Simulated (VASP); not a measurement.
A run of VASP 6.6.1 is set up as follows.

File POSCAR:

```
InO2
1.0
    0.0000000000      2.6408605104      2.6408605104
    2.6408605104      0.0000000000      2.6408605104
    2.6408605104      2.6408605104      0.0000000000
In O
1 2
Direct
    0.0000000000      0.0000000000      0.0000000000
    0.2500000000      0.2500000000      0.2500000000
    0.7500000000      0.7500000000      0.7500000000
```

INCAR.step1

```
PREC = Accurate ; ENCUT = 520
ISMEAR = -1 ; SIGMA = 0.1
LREAL = False ; LASPH = True
NELM = 60 ; NBANDS = 20
GGA = PE ; ALGO = Normal
EDIFF = 1E-4 ; LWAVE = True
LCHARG = False
```

INCAR.step2

```
PREC = Accurate ; ENCUT = 520
EDIFF = 1E-6 ; ISMEAR = -1
SIGMA = 0.1 ; LREAL = False
LASPH = True ; NELM = 60
ALGO = Normal ; ISIF = 2
LWAVE = False ; LCHARG = False
METAGGA = R2SCAN ; LMIXTAU = True
NBANDS = 20 ; ISTART = 1
```

Contents of KPOINTS:

```
regular mesh
0
Gamma
  11 11 11
```

Potentials or basis: VASP PAW PBE potentials, release 64 (In_d, O).

Launch:

```sh
$ cat potpaw_PBE.64/In_d/POTCAR potpaw_PBE.64/O/POTCAR > POTCAR
$ cp INCAR.step1 INCAR
$ mpirun -np 1 vasp_std > vasp.out
$ cp INCAR.step2 INCAR
$ mpirun -np 1 vasp_std > vasp.out
```

(1) Estimate the pressure.

Results:

(1) -6.8 GPa.

Caveat: the PAW data sets were made with another functional, which shifts forces and pressure a little; an odd number of electrons without spin polarisation forces a metal; a magnetic or distorted state may lie lower.
